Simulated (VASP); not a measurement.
# Sc (P6_3/mmc) in VASP: notebook, part 2 of 2

VASP 6.6.1. Earlier steps stand in the parts before.

## Step 3: Relaxation of volume and atoms at fixed shape, r2SCAN+D3(BJ)

This run uses another cell than the first one, of 25.00 Å³/atom, 1.023 times its volume.

POSCAR

```
Sc
1.0
    3.3090000000      0.0000000000      0.0000000000
   -1.6545000000      2.8656780600      0.0000000000
    0.0000000000      0.0000000000      5.2733000000
Sc
2
Direct
    0.3333333333      0.6666666667      0.2500000000
    0.6666666667      0.3333333333      0.7500000000
```

INCAR.step1

```
  ALGO = Normal
  EDIFF = 1E-4
  ENCUT = 600
  GGA = PE
  ISMEAR = -1
  LASPH = True
  LCHARG = False
  LREAL = False
  LWAVE = True
  NELM = 60
  PREC = Accurate
  SIGMA = 0.1
```

INCAR.step2

```
  ALGO = Normal
  EDIFF = 1E-6
  EDIFFG = -0.01
  ENCUT = 600
  IBRION = 2
  ISIF = 8
  ISMEAR = -1
  ISTART = 1
  IVDW = 12
  LASPH = True
  LCHARG = False
  LMIXTAU = True
  LREAL = False
  LWAVE = False
  METAGGA = R2SCAN
  NELM = 60
  NSW = 80
  PREC = Accurate
  SIGMA = 0.1
  VDW_A1 = 0.49484001
  VDW_A2 = 5.73083694
  VDW_S6 = 1.0
  VDW_S8 = 0.78981345
```

KPOINTS

```
k-points
0
Gamma
  8 8 4
```

Potentials or basis: VASP PAW PBE potentials, release 64 (Sc_sv).

Command:

```bash
$ cat potpaw_PBE.64/Sc_sv/POTCAR > POTCAR
$ cp INCAR.step1 INCAR
$ mpirun -np 1 vasp_std > vasp.out
$ cp INCAR.step2 INCAR
$ mpirun -np 1 vasp_std > vasp.out
```

OUTCAR:

```text
EDIFF = 1E-6
   EDIFFG = -0.01
   ENCUT = 600
   IBRION = 2
   ISIF = 8
   ISMEAR = -1
   ISTART = 1
   IVDW = 12
   LASPH = True
   LREAL = False
   METAGGA = R2SCAN
   NELM = 60
   NSW = 80
   PREC = Accurate
 IVDW          = 12

 ion  position               nearest neighbor table
   1  0.333  0.667  0.250-   2 3.26   2 3.26   2 3.26   2 3.26   2 3.26   2 3.26
   2  0.667  0.333  0.750-   1 3.26   1 3.26   1 3.26   1 3.26   1 3.26   1 3.26

  LATTYP: Found a hexagonal cell.
 ALAT       =     3.3090000000
 C/A-ratio  =     1.5936234512

  Lattice vectors:

 A1 = (   3.3090000000,   0.0000000000,   0.0000000000)
 A2 = (  -1.6545000000,   2.8656780600,   0.0000000000)
 A3 = (   0.0000000000,   0.0000000000,   5.2733000000)

Analysis of symmetry for initial positions (statically):
=====================================================================
 Subroutine PRICEL returns:
 Original cell was already a primitive cell.

 Routine SETGRP: Setting up the symmetry group for a
 hexagonal supercell.

 Subroutine GETGRP returns: Found 24 space group operations
 (whereof 12 operations were pure point group operations)
 out of a pool of 24 trial point group operations.

The static configuration has the point symmetry D_3d.
 The point group associated with its full space group is D_6h.

Analysis of symmetry for dynamics (positions and initial velocities):
=====================================================================
 Subroutine PRICEL returns:
 Original cell was already a primitive cell.

 Routine SETGRP: Setting up the symmetry group for a
 hexagonal supercell.

 Subroutine GETGRP returns: Found 24 space group operations
 (whereof 12 operations were pure point group operations)
 out of a pool of 24 trial point group operations.

The dynamic configuration has the point symmetry D_3d.
 The point group associated with its full space group is D_6h.

 Subroutine INISYM returns: Found 24 space group operations
 (whereof 12 operations are pure point group operations),
 and found     1 'primitive' translations

----------------------------------------------------------------------------------------

                                     Primitive cell

  volume of cell :      50.0042

  direct lattice vectors                    reciprocal lattice vectors
     3.309000000  0.000000000  0.000000000     0.302206105  0.174478776  0.000000000
    -1.654500000  2.865678060  0.000000000     0.000000000  0.348957552  0.000000000
     0.000000000  0.000000000  5.273300000     0.000000000  0.000000000  0.189634574

  length of vectors
     3.309000000  3.308999999  5.273300000     0.348957552  0.348957552  0.189634574

  position of ions in fractional coordinates (direct lattice)
     0.333333333  0.666666667  0.250000000
     0.666666667  0.333333333  0.750000000

  ion indices of the primitive-cell ions
   primitive index   ion index
                 1           1
                 2           2

----------------------------------------------------------------------------------------

 KPOINTS: k-points

Automatic generation of k-mesh.
 Grid dimensions read from file:
 generate k-points for:    8    8    4

 Generating k-lattice:

  Cartesian coordinates                     Fractional coordinates (reciprocal lattice)
     0.037775763  0.021809847  0.000000000     0.125000000 -0.000000000  0.000000000
     0.000000000  0.043619694  0.000000000     0.000000000  0.125000000  0.000000000
     0.000000000  0.000000000  0.047408644     0.000000000  0.000000000  0.250000000

  Length of vectors
     0.043619694  0.043619694  0.047408644

  Shift w.r.t. Gamma in fractional coordinates (k-lattice)
     0.000000000  0.000000000  0.000000000

 Subroutine IBZKPT returns following result:
 ===========================================

 Found     30 irreducible k-points:

 Following reciprocal coordinates:
            Coordinates               Weight
  0.000000  0.000000  0.000000      1.000000
  0.125000  0.000000  0.000000      6.000000
  0.250000  0.000000  0.000000      6.000000
  0.375000  0.000000  0.000000      6.000000
  0.500000  0.000000  0.000000      3.000000
  0.125000  0.125000  0.000000      6.000000
[... 16 lines left out ...]
  0.250000  0.000000  0.500000      6.000000
  0.375000  0.000000  0.500000      6.000000
 [... further k-points ...]
   k-points           NKPTS =     30   k-points in BZ     NKDIM =     30   number of bands    NBANDS=     15
   number of dos      NEDOS =    301   number of ions     NIONS =      2
   total plane-waves  NPLWV =  32928
   dimension x,y,z NGX =    28 NGY =   28 NGZ =   42
   dimension x,y,z NGXF=    56 NGYF=   56 NGZF=   84
   ions per type =               2
   NGX,Y,Z   is equivalent  to a cutoff of  14.07, 14.07, 13.24 a.u.
   NGXF,Y,Z  is equivalent  to a cutoff of  28.13, 28.13, 26.48 a.u.
 SYSTEM =  unknown system
   PREC   = accura    normal or accurate (medium, high low for compatibility)
   ISTART =      1    job   : 0-new  1-cont  2-samecut
   ICHARG =      0    charge: 1-file 2-atom 10-const
   ISPIN  =      1    spin polarized calculation?
   LNONCOLLINEAR =      F non collinear calculations
   LSORBIT =      F    spin-orbit coupling
   LASPH  =      T    aspherical Exc in radial PAW
   ENCUT  =  600.0 eV  44.10 Ry    6.64 a.u.   6.61  6.61 10.53*2*pi/ulx,y,z
   NELM   =     60;   NELMIN=  2; NELMDL=  0     # of ELM steps
   EDIFF  = 0.1E-05   stopping-criterion for ELM
   LREAL  =      F    real-space projection
   EDIFFG = -.1E-01   stopping-criterion for IOM
   NSW    =     80    number of steps for IOM
   IBRION =      2    ionic relax: 0-MD 1-quasi-New 2-CG
   NFREE  =      1    steps in history (QN), initial steepest desc. (CG)
   ISIF   =      8    stress and relaxation
   ISYM   =      2    0-nonsym 1-usesym 2-fastsym
   POTIM  = 0.5000    time-step for ionic-motion
   TEBEG  =    0.0;   TEEND  =   0.0 temperature during run
   PSTRESS=    0.0 pullay stress
   NELECT =      22.0000    total number of electrons
   NUPDOWN=      -1.0000    fix difference up-down
   EMIN   =  10.00;   EMAX   =-10.00  energy-range for DOS
   EFERMI =   0.00;   METHOD = LEGACY
   ISMEAR =    -1;   SIGMA  =   0.10  broadening in eV -4-tet -1-fermi 0-gaus
   EFERMI_NEDOS =   21; number of points for ismear=-14 and -15
   IALGO  =     38    algorithm
   IMIX   =      4    mixing-type and parameters
     AMIX     =   0.40;   BMIX     =  1.00
     AMIX_MAG =   1.60;   BMIX_MAG =  1.00
  volume/ion in A,a.u.               =      25.00       168.72
  Fermi-wavevector in a.u.,A,eV,Ry     =   1.245127  2.352948 21.093660  1.550340
  Thomas-Fermi vector in A             =   2.379363
   LORBIT       =      0    0 simple, 1 ext, 2 COOP (PROOUT), +10 PAW based schemes
   METAGGA = R2SCAN    functional components
   LHFCALC =     F    Hartree Fock is set to
   AEXX    =    0.0000 exact exchange contribution
   IVDW    =    12    specifies the selected vdW correction
   LEPSILON=     F    determine dielectric tensor
   LRPA    =     F    only Hartree local field effects (RPA)
 conjugate gradient relaxation of ions
 non-spin polarized calculation
  energy-cutoff  :      600.00
  volume of cell :       50.00
 maximum number of plane-waves:      1713
 NGX is ok and might be reduce to    28
   NGX = 13   NGY = 13   NGZ = 21

--------------------------------------- Ionic step        1  -------------------------------------------

 number of electron      22.0000001 magnetization

 Free energy of the ion-electron system (eV)
  ---------------------------------------------------
  ext. energy  EPLUGINS =         0.00000000
  ---------------------------------------------------
  free energy    TOTEN  =       -22.77462424 eV

  energy without entropy =      -22.65632347  energy(sigma->0) =      -22.71547386

------------------------ aborting loop because EDIFF is reached ----------------------------------------

 Edisp (eV)   -0.36358

 E8    (eV) :    -0.1426
[... 71 lines left out ...]
--------------------------------------- Ionic step        3  -------------------------------------------

 number of electron      22.0000001 magnetization

 Free energy of the ion-electron system (eV)
  ---------------------------------------------------
  ext. energy  EPLUGINS =         0.00000000
  ---------------------------------------------------
  free energy    TOTEN  =       -22.77054589 eV

  energy without entropy =      -22.65472730  energy(sigma->0) =      -22.71263660

 E-fermi :   3.7536     XC(G=0): -10.6224

 val. band max:        3.6897078136   @ k =   0.2500   0.0000   0.2500
 cond. band min:       3.7751260988   @ k =   0.1250   0.1250   0.2500
 fundamental gap:      0.0854182852
 Fermi energy:         3.7535871963

 k-point     1 :       0.0000    0.0000    0.0000
  band No.  band energies     occupation
      1     -47.7514      2.00000
      2     -47.6820      2.00000
      3     -25.6137      2.00000
      4     -25.2462      2.00000
      5     -25.2462      2.00000
      6     -25.1850      2.00000
      7     -25.1850      2.00000
      8     -25.1745      2.00000
      9      -1.7647      2.00000
     10       2.0084      2.00000
     11       4.0437      0.10417
     12       5.5869      0.00000
     13       5.5869      0.00000
     14       5.7194      0.00000
[... 401 lines left out ...]
      2     -47.6844      2.00000
      3     -25.5399      2.00000
      4     -25.5399      2.00000
      5     -25.2845      2.00000
      6     -25.2845      2.00000
      7     -25.2742      2.00000
      8     -25.2742      2.00000
      9       1.8406      2.00000
     10       1.8406      2.00000
     11       3.9081      0.35172
     12       3.9081      0.35172
     13       5.0146      0.00001
     14       5.0146      0.00001
     15       6.4084      0.00000

 [... further k-points ...]

------------------------ aborting loop because EDIFF is reached ----------------------------------------

 Edisp (eV)   -0.37058

 E8    (eV) :    -0.1454
[... 25 lines left out ...]
  FREE ENERGIE OF THE ION-ELECTRON SYSTEM (eV)
  ---------------------------------------------------
  free  energy   TOTEN  =       -23.1411226451 eV

  energy  without entropy=      -23.0253040494  energy(sigma->0) =      -23.08321335

 reached required accuracy - stopping structural energy minimisation
```

Wall time 2.5 min (1 thread of Intel Xeon 6975P-C (Granite Rapids), shared host); peak memory 0.21 GiB.

What came out:

| Item | Value |
| --- | --- |
| Free energy | -23.1411 eV |
| Relaxed volume | 24.54 Å³/atom |
| Relaxed cell | a = 3.289 Å, b = 3.289 Å, c = 5.241 Å, α = 90.00°, β = 90.00°, γ = 120.00° |
| Space group after relaxing (to 0.05 Å) | P6_3/mmc (No. 194) |
| Energy gained by relaxing | 1.5 meV/atom |
| Ionic steps | 3 |
| Pressure after relaxing | 0.0 GPa |
| Band gap on the k mesh | zero (band 11 reaches 4.77 eV, above the bottom of band 12 at 3.26 eV) |
| Dispersion energy per atom | -0.185 eV |

The path:
```
step  energy change (eV)  largest force (eV/Å)  pressure (GPa)  volume (Å³)
   1              0.0000                0.0000           -1.00        50.00
   2             -0.0028                0.0000            0.24        48.88
   3             -0.0029                0.0000            0.02        49.09
```

Final structure:
```yaml
crystal:
  lattice:
    - [3.28865, 0.00000, 0.00000]
    - [-1.64432, 2.84805, 0.00000]
    - [0.00000, 0.00000, 5.24086]
  atoms:
    - { symbol: Sc, position: [0.33333, 0.66667, 0.25000] }
    - { symbol: Sc, position: [0.66667, 0.33333, 0.75000] }
```

Caveat: the PAW data sets were made with another functional, which shifts forces and pressure a little; pairwise dispersion overbinds metals, which lowers pressure and volume.
